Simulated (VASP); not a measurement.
# C in VASP: notebook, part 2 of 2

VASP 6.6.1.

**3. Single point, PBEsol-based global hybrid**

File POSCAR:

```
C
1.0
    2.4562275060      0.0000000000      0.0000000000
   -1.2281137530      2.1271554177      0.0000000000
    0.0000000000      0.0000000000     24.1339601687
C
4
Direct
    0.6666666667      0.3333333333      0.5704754400
    0.3333333333      0.6666666667      0.4295245600
    0.0000000000      0.0000000000      0.4295312300
    0.0000000000      0.0000000000      0.5704687700
```

File INCAR.step1:

```
PREC = Accurate ; ENCUT = 520
EDIFF = 1E-5 ; ISMEAR = -1
SIGMA = 0.05 ; LREAL = False
LASPH = True ; NELM = 80
ALGO = Normal ; ISIF = 2
LWAVE = True ; NBANDS = 16
GGA = PE
```

File INCAR.step2:

```
PREC = Accurate ; ENCUT = 520
EDIFF = 1E-7 ; ISMEAR = -1
SIGMA = 0.05 ; LREAL = False
LASPH = True ; NELM = 80
ALGO = Normal ; ISIF = 2
LWAVE = False ; LCHARG = True
GGA = PS ; LHFCALC = True
AEXX = 0.25 ; PRECFOCK = Normal
LELF = True ; LVHAR = True
NBANDS = 16 ; ISTART = 1
```

File KPOINTS:

```
Automatic mesh
0
Gamma
  6 6 1
```

Potentials or basis: VASP PAW PBE potentials, release 64 (C).

The run is started by

```
$ cat potpaw_PBE.64/C/POTCAR > POTCAR
$ cp INCAR.step1 INCAR
$ mpirun -np 1 vasp_std > vasp.out
$ cp INCAR.step2 INCAR
$ mpirun -np 1 vasp_std > vasp.out
```

OUTCAR:

```text
PREC = Accurate
   ENCUT = 520
   EDIFF = 1E-7
   ISMEAR = -1
   LREAL = False
   LASPH = True
   NELM = 80
   ISIF = 2
   GGA = PS
   LHFCALC = True
   AEXX = 0.25
   PRECFOCK = Normal
   ISTART = 1

 ion  position               nearest neighbor table
   1  0.667  0.333  0.570-   4 1.42   4 1.42   4 1.42
   2  0.333  0.667  0.430-   3 1.42   3 1.42   3 1.42
   3  0.000  0.000  0.430-   2 1.42   2 1.42   2 1.42
   4  0.000  0.000  0.570-   1 1.42   1 1.42   1 1.42

  LATTYP: Found a hexagonal cell.
 ALAT       =     2.4562275060
 C/A-ratio  =     9.8256208392

  Lattice vectors:

 A1 = (   2.4562275060,   0.0000000000,   0.0000000000)
 A2 = (  -1.2281137530,   2.1271554177,   0.0000000000)
 A3 = (   0.0000000000,   0.0000000000,  24.1339601687)

Analysis of symmetry for initial positions (statically):
=====================================================================
 Subroutine PRICEL returns:
 Original cell was already a primitive cell.

 Routine SETGRP: Setting up the symmetry group for a
 hexagonal supercell.

 Subroutine GETGRP returns: Found 12 space group operations
 (whereof 12 operations were pure point group operations)
 out of a pool of 24 trial point group operations.

The static configuration has the point symmetry D_3d.

Analysis of symmetry for dynamics (positions and initial velocities):
=====================================================================
 Subroutine PRICEL returns:
 Original cell was already a primitive cell.

 Routine SETGRP: Setting up the symmetry group for a
 hexagonal supercell.

 Subroutine GETGRP returns: Found 12 space group operations
[... 111 lines left out ...]
  Fermi-wavevector in a.u.,A,eV,Ry     =   0.822652  1.554586  9.207823  0.676756
  Thomas-Fermi vector in A             =   1.934024
   LORBIT       =      0    0 simple, 1 ext, 2 COOP (PROOUT), +10 PAW based schemes
   GGA     = PS    functional components
   LHFCALC =     T    Hartree Fock is set to
   PRECFOCK=normal    Normal, Fast or Accurate (Low or Medium for compatibility)
   ENCUT4O =  -1.0   cutoff for four orbital integrals eV
   NKREDX  =     1    reduce k-point grid by
   NKREDY  =     1    reduce k-point grid by
   NKREDZ  =     1    reduce k-point grid by
   AEXX    =    0.2500 exact exchange contribution
   HFSCREEN=    0.0000 screening length (either q_TF or 0.3 A-1)
   HFSCREENC=   0.0000 screening length for correlation (either q_TF or 0.3 A-1)
   ENCUTFOCK=  -1.0 apply spherical cutoff to Coloumb kernel
   IVDW    =     0    specifies the selected vdW correction
   LEPSILON=     F    determine dielectric tensor
   LRPA    =     F    only Hartree local field effects (RPA)
 non-spin polarized calculation
  energy-cutoff  :      520.00
  volume of cell :      126.09
 maximum number of plane-waves:      3452
  NGX = 14; NGY = 14; NGZ =140

 number of electron      15.9999996 magnetization

 Free energy of the ion-electron system (eV)
  ---------------------------------------------------
  ext. energy  EPLUGINS =         0.00000000
  ---------------------------------------------------
  free energy    TOTEN  =       -45.61087219 eV

  energy without entropy =      -45.61085775  energy(sigma->0) =      -45.61086497

 E-fermi :  -1.8807     XC(G=0):  -2.5483

 val. band max:       -2.3284135098   @ k =   0.3333   0.3333   0.0000
 cond. band min:      -1.4332433394   @ k =   0.3333   0.3333   0.0000
 fundamental gap:      0.8951701704
 Fermi energy:        -1.8807372902

 k-point     1 :       0.0000    0.0000    0.0000
  band No.  band energies     occupation
      1     -24.4862      2.00000
      2     -24.3399      2.00000
      3     -11.7601      2.00000
      4     -10.7323      2.00000
      5      -6.2631      2.00000
      6      -6.2622      2.00000
[... 110 lines left out ...]
      3     -16.7775      2.00000
      4     -16.7402      2.00000
      5     -14.5174      2.00000
      6     -14.5163      2.00000
[... 8 lines left out ...]
     15      12.1496      0.00000
     16      13.0126      0.00000

------------------------ aborting loop because EDIFF is reached ----------------------------------------

  FORCE on cell =-STRESS in cart. coord.  units (eV):
  Direction    XX          YY          ZZ          XY          YZ          ZX
  --------------------------------------------------------------------------------------
  -------------------------------------------------------------------------------------
  Total       -1.0314121     -1.0314121     -0.1124561      0.0000000      0.0000000     -0.0000000
  in kB      -13.1052832    -13.1052832     -1.4288848      0.0000000      0.0000000     -0.0000000
  external PRESSURE =      -9.2131504 kB  Pullay stress =       0.0000000 kB

 VOLUME and BASIS-vectors are now :
 -----------------------------------------------------------------------------
  energy-cutoff  :      520.00
  volume of cell :      126.09
      direct lattice vectors                 reciprocal lattice vectors
     2.456227506  0.000000000  0.000000000     0.407128410  0.235055697  0.000000000
    -1.228113753  2.127155418  0.000000000     0.000000000  0.470111395  0.000000000
     0.000000000  0.000000000 24.133960169     0.000000000  0.000000000  0.041435388

 POSITION                                       TOTAL-FORCE (eV/Angst)
 -----------------------------------------------------------------------------------
      1.22811      0.70905     13.76783         0.000000     -0.000000      0.028825
     -0.00000      1.41810     10.36613        -0.000000      0.000000     -0.028825
      0.00000      0.00000     10.36629        -0.000000      0.000000      0.050320
      0.00000      0.00000     13.76767        -0.000000     -0.000000     -0.050320
 -----------------------------------------------------------------------------------
    total drift:                               -0.000000     -0.000000      0.000000

  FREE ENERGIE OF THE ION-ELECTRON SYSTEM (eV)
  ---------------------------------------------------
  free  energy   TOTEN  =       -45.6108721947 eV

  energy  without entropy=      -45.6108577457  energy(sigma->0) =      -45.61086497
```

OUTCAR.step1:

```text
PREC = Accurate
   ENCUT = 520
   EDIFF = 1E-5
   ISMEAR = -1
   LREAL = False
   LASPH = True
[... 341 lines left out ...]
     -0.00000      1.41810     10.36613         0.000000     -0.000000     -0.061796
      0.00000      0.00000     10.36629         0.000000     -0.000000      0.006235
      0.00000      0.00000     13.76767        -0.000000      0.000000     -0.006235
 -----------------------------------------------------------------------------------
    total drift:                               -0.000000      0.000000      0.000000

  FREE ENERGIE OF THE ION-ELECTRON SYSTEM (eV)
  ---------------------------------------------------
  free  energy   TOTEN  =       -36.7958393828 eV

  energy  without entropy=      -36.7879725761  energy(sigma->0) =      -36.79190598
```

OSZICAR.step1:

```text
N       E                     dE             d eps       ncg     rms          rms(c)
DAV:   1     0.115677847397E+03    0.11568E+03   -0.64408E+03   224   0.786E+02
DAV:   2    -0.270519217940E+02   -0.14273E+03   -0.12347E+03   328   0.190E+02
DAV:   3    -0.390830572175E+02   -0.12031E+02   -0.11898E+02   296   0.615E+01
DAV:   4    -0.393345785501E+02   -0.25152E+00   -0.25105E+00   312   0.112E+01
DAV:   5    -0.393409914282E+02   -0.64129E-02   -0.64086E-02   296   0.170E+00    0.907E+00
DAV:   6    -0.374612036002E+02    0.18798E+01   -0.14367E+00   288   0.701E+00    0.532E+00
DAV:   7    -0.368025221940E+02    0.65868E+00   -0.20403E+00   320   0.824E+00    0.141E+00
DAV:   8    -0.367980387180E+02    0.44835E-02   -0.10457E-01   288   0.175E+00    0.206E-01
DAV:   9    -0.367974200365E+02    0.61868E-03   -0.30193E-03   304   0.345E-01    0.100E-01
DAV:  10    -0.367944117747E+02    0.30083E-02   -0.22417E-03   296   0.245E-01    0.751E-02
DAV:  11    -0.367942862848E+02    0.12549E-03   -0.24526E-04   304   0.990E-02    0.337E-02
DAV:  12    -0.367947414285E+02   -0.45514E-03   -0.31307E-04   256   0.879E-02    0.188E-02
DAV:  13    -0.367951178194E+02   -0.37639E-03   -0.77602E-05   272   0.441E-02    0.145E-02
DAV:  14    -0.367955199704E+02   -0.40215E-03   -0.22124E-05   264   0.239E-02    0.498E-03
DAV:  15    -0.367957785794E+02   -0.25861E-03   -0.18589E-05   280   0.147E-02    0.388E-03
DAV:  16    -0.367958296265E+02   -0.51047E-04   -0.15806E-06   208   0.524E-03    0.197E-03
DAV:  17    -0.367958393828E+02   -0.97563E-05   -0.48395E-07   208   0.259E-03
   1 F= -.36795839E+02 E0= -.36791906E+02  d E =-.786681E-02
```

Wall time 19 min (1 thread of Intel Xeon Platinum 8375C at 2.90GHz (Ice Lake), shared host); peak memory 0.23 GiB.

What came out:

| Quantity | Value |
| --- | --- |
| Free energy | -45.6109 eV |
| Largest force | 0.050 eV/Å |
| Band gap on the k mesh | 0.90 eV, direct |

Forces on the atoms (eV/Å):
```
C    0.000  0.000  0.029
C    0.000  0.000 -0.029
C    0.000  0.000  0.050
C    0.000  0.000 -0.050
```

Caveat: the k points lie up to 0.49 Å⁻¹ apart; the PAW data sets were made with another functional, which shifts forces and pressure a little.

**4. Single point, HSE06**

POSCAR is that of step 3.

File INCAR.step1:

```
PREC = Accurate
ENCUT = 520
EDIFF = 1E-5
ISMEAR = -1
SIGMA = 0.05
LREAL = False
LASPH = True
NELM = 80
ALGO = Normal
ISIF = 2
LWAVE = True
LCHARG = False
NBANDS = 16
GGA = PE
```

File INCAR.step2:

```
PREC = Accurate
ENCUT = 520
EDIFF = 1E-6
ISMEAR = -1
SIGMA = 0.05
LREAL = False
LASPH = True
NELM = 80
ALGO = Normal
ISIF = 2
LWAVE = False
LCHARG = False
GGA = PE
LHFCALC = True
HFSCREEN = 0.2079
PRECFOCK = Normal
NBANDS = 16
ISTART = 1
```

File KPOINTS:

```
regular mesh
0
Gamma
  6 6 1
```

The run is started by

```
$ cat potpaw_PBE.64/C/POTCAR > POTCAR
$ cp INCAR.step1 INCAR
$ mpirun -np 1 vasp_std > vasp.out
$ cp INCAR.step2 INCAR
$ mpirun -np 1 vasp_std > vasp.out
```

It took 6 min on 1 thread of Intel Xeon Platinum 8375C at 2.90GHz (Ice Lake), shared host; peak memory 0.33 GiB.

The run converged. Its results:

- Free energy: -42.2297 eV
- Largest force: 0.055 eV/Å
- Band gap on the k mesh: zero (filled and empty bands touch)

Forces in eV/Å, atoms in the order of the input:
```
C    0.000  0.000  0.055
C    0.000  0.000 -0.055
C    0.000  0.000  0.020
C    0.000  0.000 -0.020
```

Levels at points of the mesh, in eV from the Fermi level:
```tsv
k point	band 5	band 6	band 7	band 8	band 9	band 10	band 11	band 12
(0.00, 0.00, 0.00)	-4.01	-4.01	-4.00	-4.00	3.67	4.02	4.50	5.21
(0.50, 0.00, 0.00)	-7.71	-7.69	-3.10	-2.73	1.92	2.29	8.17	8.37
```

Caveat: the k points lie up to 0.49 Å⁻¹ apart; the PAW data sets were made with another functional, which shifts forces and pressure a little.

**5. Single point, PBEsol-based screened hybrid**

POSCAR is that of step 4.

INCAR.step1: that of step 4 with these lines changed.

```diff
@@ -12,3 +12,3 @@
 LCHARG = False
+GGA = PE
 NBANDS = 16
-GGA = PE
```

INCAR.step2: that of step 4 with these lines changed.

```diff
@@ -12,7 +12,8 @@
 LCHARG = False
-GGA = PE
+GGA = PS
 LHFCALC = True
-HFSCREEN = 0.2079
+AEXX = 0.25
+HFSCREEN = 0.207
 PRECFOCK = Normal
+ISTART = 1
 NBANDS = 16
-ISTART = 1
```

File KPOINTS:

```
Automatic mesh
0
Gamma
  6 6 1
```

The run is started by

```
$ cat potpaw_PBE.64/C/POTCAR > POTCAR
$ cp INCAR.step1 INCAR
$ mpirun -np 1 vasp_std > vasp.out
$ cp INCAR.step2 INCAR
$ mpirun -np 1 vasp_std > vasp.out
```

Wall time 6 min (1 thread of Intel Xeon Platinum 8375C at 2.90GHz (Ice Lake), shared host); peak memory 0.33 GiB.

Results (log left out):

* Free energy: -43.4487 eV
* Largest force: 0.046 eV/Å
* Band gap on the k mesh: zero (filled and empty bands touch)

Forces on the atoms (eV/Å):
```
C    0.000  0.000  0.030
C    0.000  0.000 -0.030
C    0.000  0.000  0.046
C    0.000  0.000 -0.046
```

Levels at points of the mesh, in eV from the Fermi level:
| k point | band 6 | band 7 | band 8 | band 9 | band 10 | band 11 |
| --- | --- | --- | --- | --- | --- | --- |
| (0.00, 0.00, 0.00) | -3.99 | -3.98 | -3.98 | 3.74 | 4.14 | 4.56 |
| (0.50, 0.00, 0.00) | -7.68 | -3.11 | -2.72 | 1.89 | 2.27 | 8.17 |

Caveat: the k points lie up to 0.49 Å⁻¹ apart; the PAW data sets were made with another functional, which shifts forces and pressure a little.

**6. Overview**

| level | share of exact exchange | screening parameter | gap on the mesh (eV) | largest force (eV/Å) |
| --- | --- | --- | --- | --- |
| PBE0 | - | - | 0.90 | 0.05 |
| PBEsol-based global hybrid | 0.25 | - | 0.90 | 0.05 |
| HSE06 | - | 0.2079 1/Å | none | 0.06 |
| PBEsol-based screened hybrid | 0.25 | 0.207 1/Å | none | 0.05 |

Alike in all rows: task single point; potentials or basis VASP PAW PBE potentials, release 64 (C); no spin polarisation; cell as given; k mesh 6 × 6 × 1; cutoff (eV) 520; smearing fermi-dirac 0.05 eV.

Caveats: all runs use coarse meshes; the PAW data sets were made with another functional, which shifts forces and pressure a little.

Total energies depend on the potentials used, so only differences within one code and one set of settings carry meaning.
